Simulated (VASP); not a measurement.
Crystal: Ti.

```
Ti
1.0
     4.60000    0.00000    0.00000
    -2.30000    3.98372    0.00000
     0.00000    0.00000    2.82000
Ti
3
Direct
  0.00000 0.00000 0.00000
  0.33333 0.66667 0.50000
  0.66667 0.33333 0.50000
```

This isn't the form of Ti at room conditions, which is hcp.

- Program: VASP 6.6.1
- Task: relaxation of cell and atoms
- Functional: BLYP
- Dispersion: D3(BJ)
- Potentials or basis: VASP PAW PBE potentials, release 64 (Ti_sv)
- Cutoff: 600 eV
- k mesh: 7 × 7 × 10
- Occupations: methfessel-paxton, width 0.1 eV
- Spin: no spin polarisation

At the start: pressure -12.0 GPa; volume 17.23 Å³/atom.

**Question.** Where does the relaxation end?

**Answer.** Over 6 steps the energy falls by 77.9 meV/atom and the volume is 15.32 Å³/atom (-11.0 %); space group P6/mmm (No. 191, to 0.1 Å) before and after.

Step by step:
| step | energy change (eV) | largest force (eV/Å) | pressure (GPa) | volume (Å³) |
| --- | --- | --- | --- | --- |
| 1 | 0.0000 | 0.0000 | -11.99 | 51.68 |
| 2 | -0.1173 | 0.0000 | 11.39 | 42.62 |
| 3 | -0.2318 | 0.0000 | -0.05 | 46.08 |
| 4 | -0.2318 | 0.0000 | 0.26 | 45.97 |
| 5 | -0.2337 | 0.0000 | 0.21 | 45.97 |
| 6 | -0.2338 | 0.0000 | 0.20 | 45.97 |

Final structure:
```
CELL_PARAMETERS angstrom
4.39947 0.00000 0.00000
-2.19974 3.81006 0.00000
0.00000 0.00000 2.74254
ATOMIC_POSITIONS crystal
Ti 0.00000 0.00000 0.00000
Ti 0.33333 0.66667 0.50000
Ti 0.66667 0.33333 0.50000
```

Caveat: the dispersion term is far too large for a dense solid, which distorts pressure and volume; the PAW data sets were made with another functional, which shifts forces and pressure a little.
